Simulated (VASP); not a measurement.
# Sb (P-1) in VASP: a series of runs

The runs below take Sb through relaxation of the atoms, with PBE.

Program: VASP 6.6.1. These are calculated values, not measurements. Logs are shortened: lines on timing, memory, paths and dates and some standing lists are left out, and cuts for length are marked.

**1. The cell of the first run**

The typed cell holds 2 atoms: a = 4.531 Å, b = 4.483 Å, c = 4.507 Å, α = 56.19°, β = 58.02°, γ = 57.12°.

**2. Relaxation of the atoms, PBE**

INCAR reads:

```
SYSTEM = Sb
ALGO = Normal
EDIFF = 1E-6
EDIFFG = -0.02
ENCUT = 520
GGA = PE
IBRION = 2
ISIF = 2
ISMEAR = -1
LASPH = .True.
LCHARG = .False.
LREAL = .False.
LWAVE = .False.
NELM = 60
NSW = 80
PREC = Accurate
SIGMA = 0.05
```

KPOINTS reads:

```
k-points
0
Gamma
  8 8 8
  0 0 0
```

POSCAR reads:

```
Sb
1.0
    2.1790745590      1.2868119499      3.7580000000
   -2.1293254410      1.2006439499      3.7580000000
   -0.0497491180     -2.4874558998      3.7580000000
Sb
2
Direct
    0.7665100000      0.7665100000      0.7665100000
    0.2334900000      0.2334900000      0.2334900000
```

Potentials or basis: VASP PAW PBE potentials, release 64 (Sb).

Started as:

```console
cat potpaw_PBE.64/Sb/POTCAR > POTCAR
mpirun -np 1 vasp_std > vasp.out
```

OUTCAR:

```text
SYSTEM = Sb
   EDIFF = 1E-6
   EDIFFG = -0.02
   ENCUT = 520
   GGA = PE
   IBRION = 2
   ISIF = 2
   ISMEAR = -1
   LASPH = .True.
   LREAL = .False.
   NELM = 60
   NSW = 80
   PREC = Accurate

 ion  position               nearest neighbor table
   1  0.767  0.767  0.767-   2 2.87   2 2.91   2 2.95   2 3.32   2 3.36   2 3.39
   2  0.233  0.233  0.233-   1 2.87   1 2.91   1 2.95   1 3.32   1 3.36   1 3.39

  LATTYP: Found a triclinic cell.
 ALAT       =     7.4657373378
 B/A-ratio  =     0.5671235596
 C/A-ratio  =     0.6068593911
 COS(alpha) =     0.0111735255
 COS(beta)  =     0.3323594648
 COS(gamma) =     0.8472949600

  Lattice vectors:

 A1 = (   4.2089017640,  -4.8887437996,  -3.7580000000)
 A2 = (   2.0795763230,  -3.6880998497,   0.0000000000)
 A3 = (  -2.1790745590,  -1.2868119499,  -3.7580000000)

Analysis of symmetry for initial positions (statically):
=====================================================================
 Subroutine PRICEL returns:
 Original cell was already a primitive cell.

 Routine SETGRP: Setting up the symmetry group for a
 triclinic supercell.

 Subroutine GETGRP returns: Found  2 space group operations
 (whereof  2 operations were pure point group operations)
 out of a pool of  2 trial point group operations.

The static configuration has the point symmetry S_2 .

Analysis of symmetry for dynamics (positions and initial velocities):
=====================================================================
 Subroutine PRICEL returns:
 Original cell was already a primitive cell.

 Routine SETGRP: Setting up the symmetry group for a
 triclinic supercell.

 Subroutine GETGRP returns: Found  2 space group operations
 (whereof  2 operations were pure point group operations)
 out of a pool of  2 trial point group operations.

The dynamic configuration has the point symmetry S_2 .

 Subroutine INISYM returns: Found  2 space group operations
 (whereof  2 operations are pure point group operations),
 and found     1 'primitive' translations

----------------------------------------------------------------------------------------

                                     Primitive cell

  volume of cell :      60.3873

  direct lattice vectors                    reciprocal lattice vectors
     2.179074559  1.286811950  3.758000000     0.229516418  0.129415397  0.088699663
    -2.129325441  1.200643950  3.758000000    -0.234878792  0.138703302  0.088699663
    -0.049749118 -2.487455900  3.758000000     0.005362374 -0.268118699  0.088699663

  length of vectors
     4.530652815  4.483094548  4.506936413     0.278017556  0.286834940  0.282460656

  position of ions in fractional coordinates (direct lattice)
     0.766510000  0.766510000  0.766510000
     0.233490000  0.233490000  0.233490000

  ion indices of the primitive-cell ions
   primitive index   ion index
                 1           1
                 2           2

----------------------------------------------------------------------------------------

 KPOINTS: k-points

Automatic generation of k-mesh.
 Grid dimensions read from file:
 generate k-points for:    8    8    8

 Generating k-lattice:

  Cartesian coordinates                     Fractional coordinates (reciprocal lattice)
     0.028689552  0.016176925  0.011087458     0.125000000  0.000000000  0.000000000
    -0.029359849  0.017337913  0.011087458     0.000000000  0.125000000  0.000000000
     0.000670297 -0.033514837  0.011087458    -0.000000000  0.000000000  0.125000000

  Length of vectors
     0.034752194  0.035854368  0.035307582

  Shift w.r.t. Gamma in fractional coordinates (k-lattice)
     0.000000000  0.000000000  0.000000000

 Subroutine IBZKPT returns following result:
 ===========================================

 Found    260 irreducible k-points:

 Following reciprocal coordinates:
            Coordinates               Weight
  0.000000  0.000000  0.000000      1.000000
  0.125000  0.000000 -0.000000      2.000000
  0.250000  0.000000 -0.000000      2.000000
  0.375000  0.000000 -0.000000      2.000000
  0.500000  0.000000 -0.000000      1.000000
 -0.000000  0.125000 -0.000000      2.000000
[... 16 lines left out ...]
  0.125000  0.375000 -0.000000      2.000000
  0.250000  0.375000 -0.000000      2.000000
 [... further k-points ...]
   k-points           NKPTS =    260   k-points in BZ     NKDIM =    260   number of bands    NBANDS=      9
   number of dos      NEDOS =    301   number of ions     NIONS =      2
   total plane-waves  NPLWV =  46656
   dimension x,y,z NGX =    36 NGY =   36 NGZ =   36
   dimension x,y,z NGXF=    72 NGYF=   72 NGZF=   72
   ions per type =               2
   NGX,Y,Z   is equivalent  to a cutoff of  13.21, 13.35, 13.28 a.u.
   NGXF,Y,Z  is equivalent  to a cutoff of  26.42, 26.70, 26.56 a.u.
 SYSTEM =  Sb
   PREC   = accura    normal or accurate (medium, high low for compatibility)
   ISTART =      0    job   : 0-new  1-cont  2-samecut
   ICHARG =      2    charge: 1-file 2-atom 10-const
   ISPIN  =      1    spin polarized calculation?
   LNONCOLLINEAR =      F non collinear calculations
   LSORBIT =      F    spin-orbit coupling
   LASPH  =      T    aspherical Exc in radial PAW
   ENCUT  =  520.0 eV  38.22 Ry    6.18 a.u.   8.42  8.34  8.38*2*pi/ulx,y,z
   NELM   =     60;   NELMIN=  2; NELMDL= -5     # of ELM steps
   EDIFF  = 0.1E-05   stopping-criterion for ELM
   LREAL  =      F    real-space projection
   EDIFFG = -.2E-01   stopping-criterion for IOM
   NSW    =     80    number of steps for IOM
   IBRION =      2    ionic relax: 0-MD 1-quasi-New 2-CG
   NFREE  =      1    steps in history (QN), initial steepest desc. (CG)
   ISIF   =      2    stress and relaxation
   ISYM   =      2    0-nonsym 1-usesym 2-fastsym
   POTIM  = 0.5000    time-step for ionic-motion
   TEBEG  =    0.0;   TEEND  =   0.0 temperature during run
   PSTRESS=    0.0 pullay stress
   NELECT =      10.0000    total number of electrons
   NUPDOWN=      -1.0000    fix difference up-down
   EMIN   =  10.00;   EMAX   =-10.00  energy-range for DOS
   EFERMI =   0.00;   METHOD = LEGACY
   ISMEAR =    -1;   SIGMA  =   0.05  broadening in eV -4-tet -1-fermi 0-gaus
   EFERMI_NEDOS =   21; number of points for ismear=-14 and -15
   IALGO  =     38    algorithm
   IMIX   =      4    mixing-type and parameters
     AMIX     =   0.40;   BMIX     =  1.00
     AMIX_MAG =   1.60;   BMIX_MAG =  1.00
  volume/ion in A,a.u.               =      30.19       203.76
  Fermi-wavevector in a.u.,A,eV,Ry     =   0.899000  1.698863 10.996238  0.808201
  Thomas-Fermi vector in A             =   2.021779
   LORBIT       =      0    0 simple, 1 ext, 2 COOP (PROOUT), +10 PAW based schemes
   GGA     = PE    functional components
   LHFCALC =     F    Hartree Fock is set to
   AEXX    =    0.0000 exact exchange contribution
   IVDW    =     0    specifies the selected vdW correction
   LEPSILON=     F    determine dielectric tensor
   LRPA    =     F    only Hartree local field effects (RPA)
 conjugate gradient relaxation of ions
 non-spin polarized calculation
  energy-cutoff  :      520.00
  volume of cell :       60.39
 maximum number of plane-waves:      1641
 NGX is ok and might be reduce to    36
   NGX = 17   NGY = 17   NGZ = 17

--------------------------------------- Ionic step        1  -------------------------------------------

 number of electron      10.0000000 magnetization

 Free energy of the ion-electron system (eV)
  ---------------------------------------------------
  ext. energy  EPLUGINS =         0.00000000
  ---------------------------------------------------
  free energy    TOTEN  =        -8.24744120 eV

  energy without entropy =       -8.24533742  energy(sigma->0) =       -8.24638931

------------------------ aborting loop because EDIFF is reached ----------------------------------------

  FORCE on cell =-STRESS in cart. coord.  units (eV):
  Direction    XX          YY          ZZ          XY          YZ          ZX
  --------------------------------------------------------------------------------------
  -------------------------------------------------------------------------------------
  Total        1.1871953      1.0913831      0.8953699     -0.5220305     -0.0362456      0.4494865
  in kB       31.4982959     28.9562368     23.7556765    -13.8503512     -0.9616580     11.9256355
  external PRESSURE =      28.0700697 kB  Pullay stress =       0.0000000 kB

 VOLUME and BASIS-vectors are now :
 -----------------------------------------------------------------------------
  energy-cutoff  :      520.00
  volume of cell :       60.39
      direct lattice vectors                 reciprocal lattice vectors
     2.179074559  1.286811950  3.758000000     0.229516418  0.129415397  0.088699663
    -2.129325441  1.200643950  3.758000000    -0.234878792  0.138703302  0.088699663
    -0.049749118 -2.487455900  3.758000000     0.005362374 -0.268118699  0.088699663
[... 37 lines left out ...]
 POSITION                                       TOTAL-FORCE (eV/Angst)
 -----------------------------------------------------------------------------------
     -0.00356      0.00112      8.63135        -0.040403      0.012163     -0.102621
      0.00356     -0.00112      2.64265         0.040403     -0.012163      0.102621
 -----------------------------------------------------------------------------------
    total drift:                                0.000000      0.000000     -0.000000

  FREE ENERGIE OF THE ION-ELECTRON SYSTEM (eV)
  ---------------------------------------------------
  free  energy   TOTEN  =        -8.2511085003 eV

  energy  without entropy=       -8.2486395774  energy(sigma->0) =       -8.24987404

--------------------------------------- Ionic step        3  -------------------------------------------

 number of electron      10.0000000 magnetization

 Free energy of the ion-electron system (eV)
  ---------------------------------------------------
  ext. energy  EPLUGINS =         0.00000000
  ---------------------------------------------------
  free energy    TOTEN  =        -8.25236168 eV

  energy without entropy =       -8.24937351  energy(sigma->0) =       -8.25086760

 E-fermi :   7.3153     XC(G=0):  -9.5401

 val. band max:        7.3075751756   @ k =   0.5000  -0.3750   0.3750
 cond. band min:       7.3325673876   @ k =   0.5000   0.5000   0.5000
 fundamental gap:      0.0249922120
 Fermi energy:         7.3153225326

 k-point     1 :       0.0000    0.0000    0.0000
  band No.  band energies     occupation
      1      -5.4061      2.00000
      2       2.4585      2.00000
      3       5.0580      2.00000
      4       5.4946      2.00000
      5       5.6645      2.00000
      6       9.4177      0.00000
      7       9.9652      0.00000
      8      10.1821      0.00000
      9      12.0762      0.00000

 k-point     2 :       0.1250    0.0000   -0.0000
  band No.  band energies     occupation
      1      -5.2384      2.00000
      2       1.6856      2.00000
      3       5.2749      2.00000
      4       5.6179      2.00000
      5       5.7052      2.00000
      6       9.2366      0.00000
      7       9.5567      0.00000
      8       9.7652      0.00000
      9      11.7479      0.00000
[... 253 lines left out ...]
 k-point    24 :       0.2500    0.3750   -0.0000
  band No.  band energies     occupation
      1      -3.9716      2.00000
      2      -0.2120      2.00000
      3       3.4624      2.00000
      4       4.0232      2.00000
      5       4.6275      2.00000
      6       9.6560      0.00000
      7      10.2860      0.00000
      8      10.8353      0.00000
      9      11.2070      0.00000

 [... further k-points ...]

------------------------ aborting loop because EDIFF is reached ----------------------------------------

  FORCE on cell =-STRESS in cart. coord.  units (eV):
  Direction    XX          YY          ZZ          XY          YZ          ZX
  --------------------------------------------------------------------------------------
  -------------------------------------------------------------------------------------
  Total        0.9356303      0.9084957      0.6265932     -0.4818251     -0.0086258      0.3719356
  in kB       24.8238507     24.1039239     16.6245766    -12.7836335     -0.2288575      9.8680804
  external PRESSURE =      21.8507837 kB  Pullay stress =       0.0000000 kB

 VOLUME and BASIS-vectors are now :
 -----------------------------------------------------------------------------
  energy-cutoff  :      520.00
  volume of cell :       60.39
      direct lattice vectors                 reciprocal lattice vectors
     2.179074559  1.286811950  3.758000000     0.229516418  0.129415397  0.088699663
    -2.129325441  1.200643950  3.758000000    -0.234878792  0.138703302  0.088699663
    -0.049749118 -2.487455900  3.758000000     0.005362374 -0.268118699  0.088699663

 POSITION                                       TOTAL-FORCE (eV/Angst)
 -----------------------------------------------------------------------------------
     -0.00752      0.00237      8.61991        -0.011770      0.001093      0.009237
      0.00752     -0.00237      2.65409         0.011770     -0.001093     -0.009237
 -----------------------------------------------------------------------------------
    total drift:                               -0.000000     -0.000000     -0.000000

  FREE ENERGIE OF THE ION-ELECTRON SYSTEM (eV)
  ---------------------------------------------------
  free  energy   TOTEN  =        -8.2523616808 eV

  energy  without entropy=       -8.2493735102  energy(sigma->0) =       -8.25086760

 reached required accuracy - stopping structural energy minimisation
```

It took 3.9 min on 1 thread of Oxide Virtual Turin-like, shared host; peak memory 0.27 GiB.

What came out:

- Free energy: -8.2524 eV
- Energy gained by relaxing: 2.5 meV/atom
- Ionic steps: 3
- Pressure after relaxing: 2.2 GPa
- Largest force after relaxing: 0.015 eV/Å
- Band gap on the k mesh: zero (bands 5 and 6 overlap by 0.71 eV)

Forces in eV/Å, atoms in the order of the input:
```
Sb  -0.012  0.001  0.009
Sb   0.012 -0.001 -0.009
```

Stress tensor (GPa, compression positive):
```
 2.48 -1.28  0.99
-1.28  2.41 -0.02
 0.99 -0.02  1.66
```

Step by step:
```
step  energy change (eV)  largest force (eV/Å)  pressure (GPa)
   1              0.0000                0.2268            2.81
   2             -0.0037                0.1110            2.50
   3             -0.0049                0.0150            2.19
```

Final structure:
```cif
data_structure
_symmetry_space_group_name_H-M 'P 1'
_symmetry_Int_Tables_number 1
_cell_length_a 4.5307
_cell_length_b 4.4831
_cell_length_c 4.5069
_cell_angle_alpha 56.193
_cell_angle_beta 58.024
_cell_angle_gamma 57.117
_cell_volume 60.39
loop_
_atom_site_label
_atom_site_type_symbol
_atom_site_fract_x
_atom_site_fract_y
_atom_site_fract_z
_atom_site_occupancy
Sb1 Sb 0.76316 0.76668 0.76391 1
Sb2 Sb 0.23684 0.23332 0.23609 1
```

Levels at points of the mesh, in eV from the Fermi level:
| k point | band 1 | band 2 | band 3 | band 4 | band 5 | band 6 | band 7 | band 8 | band 9 |
| --- | --- | --- | --- | --- | --- | --- | --- | --- | --- |
| (0.00, 0.00, 0.00) | -12.72 | -4.86 | -2.26 | -1.82 | -1.65 | 2.10 | 2.65 | 2.87 | 4.76 |
| (0.50, 0.00, 0.00) | -10.41 | -9.72 | -1.84 | -1.66 | -0.20 | 0.03 | 0.09 | 0.49 | 7.47 |
| (0.00, 0.50, 0.00) | -10.26 | -9.63 | -2.01 | -1.72 | -0.56 | -0.47 | 0.07 | 0.17 | 7.63 |
| (0.50, 0.50, 0.00) | -10.35 | -7.98 | -5.52 | -3.91 | -3.58 | 1.59 | 4.75 | 5.48 | 6.85 |
| (0.00, 0.00, 0.50) | -10.32 | -9.69 | -1.83 | -1.80 | -0.35 | -0.21 | 0.05 | 0.33 | 7.55 |
| (0.50, 0.00, 0.50) | -10.21 | -8.07 | -5.58 | -3.87 | -3.69 | 1.51 | 4.82 | 5.30 | 7.00 |
| (0.00, 0.50, 0.50) | -10.49 | -7.86 | -5.48 | -3.95 | -3.46 | 1.66 | 4.87 | 5.54 | 6.72 |
| (0.50, 0.50, 0.50) | -11.10 | -9.15 | -1.38 | -1.13 | -0.50 | 0.02 | 0.19 | 1.04 | 7.06 |

Caveat: spin-orbit coupling is left out, which moves the levels of the heavy elements.

**3. Relaxation of the atoms, PBE**

INCAR reads:

```
ALGO     = Normal         # electronic algorithm
EDIFF    = 1E-6           # SCF threshold, eV
EDIFFG   = -0.02          # ionic threshold
ENCUT    = 520            # plane-wave cutoff, eV
GGA      = PE             # functional
IBRION   = 2              # ionic algorithm
ISIF     = 2              # what is computed and relaxed
ISMEAR   = -1             # smearing method
LASPH    = T              # aspherical terms in the spheres
LCHARG   = F              # write CHGCAR
LREAL    = F              # projectors in reciprocal space
LWAVE    = F              # write WAVECAR
NELM     = 60             # most SCF steps
NSW      = 80             # ionic steps
PREC     = Accurate       # precision mode
SIGMA    = 0.05           # smearing width, eV
```

KPOINTS reads:

```
k-points
0
Gamma
  8 8 8
```

POSCAR reads:

```
Sb
1.0
    2.1293254410      1.2006439499      3.7580000000
   -2.1790745590      1.2868119499      3.7580000000
    0.0497491180     -2.4874558998      3.7580000000
Sb
2
Direct
    0.7665100000      0.7665100000      0.7665100000
    0.2334900000      0.2334900000      0.2334900000
```

Potentials or basis: VASP PAW PBE potentials, release 64 (Sb).

Started as:

```console
cat potpaw_PBE.64/Sb/POTCAR > POTCAR
mpirun -np 1 vasp_std > vasp.out
```

Wall time 2.8 min (1 thread of Oxide Virtual Turin-like, shared host); peak memory 0.27 GiB.

The run converged. Its results:

* Free energy: -8.2524 eV
* Energy gained by relaxing: 2.5 meV/atom
* Ionic steps: 3
* Pressure after relaxing: 2.2 GPa
* Largest force after relaxing: 0.015 eV/Å
* Band gap on the k mesh: zero (bands 5 and 6 overlap by 0.71 eV)

Forces in eV/Å, atoms in the order of the input:
```
Sb   0.012  0.001  0.009
Sb  -0.012 -0.001 -0.009
```

Stress tensor (GPa, compression positive):
```
 2.48  1.28 -0.99
 1.28  2.41 -0.02
-0.99 -0.02  1.66
```

The path:
| step | energy change (eV) | largest force (eV/Å) | pressure (GPa) |
| --- | --- | --- | --- |
| 1 | 0.0000 | 0.2268 | 2.81 |
| 2 | -0.0037 | 0.1110 | 2.50 |
| 3 | -0.0049 | 0.0150 | 2.19 |

Final structure:
```
Sb
1.0
     2.12933    1.20064    3.75800
    -2.17907    1.28681    3.75800
     0.04975   -2.48746    3.75800
Sb
2
Direct
  0.76668 0.76316 0.76391
  0.23332 0.23684 0.23609
```

Levels at points of the mesh, in eV from the Fermi level:
```tsv
k point	band 3	band 4	band 5	band 6	band 7	band 8
(0.00, 0.00, 0.00)	-2.26	-1.82	-1.65	2.10	2.65	2.87
(0.50, 0.00, 0.00)	-2.01	-1.72	-0.56	-0.47	0.07	0.17
(0.00, 0.50, 0.00)	-1.84	-1.66	-0.20	0.03	0.09	0.49
(0.50, 0.50, 0.00)	-5.52	-3.91	-3.58	1.59	4.75	5.48
(0.00, 0.00, 0.50)	-1.83	-1.80	-0.35	-0.21	0.05	0.33
(0.50, 0.00, 0.50)	-5.48	-3.95	-3.46	1.66	4.87	5.54
(0.00, 0.50, 0.50)	-5.58	-3.87	-3.69	1.51	4.82	5.30
(0.50, 0.50, 0.50)	-1.38	-1.13	-0.50	0.02	0.19	1.04
```

Caveat: spin-orbit coupling is left out, which moves the levels of the heavy elements.

The gap in the log of VASP goes by the Fermi energy; the results here count the filled bands.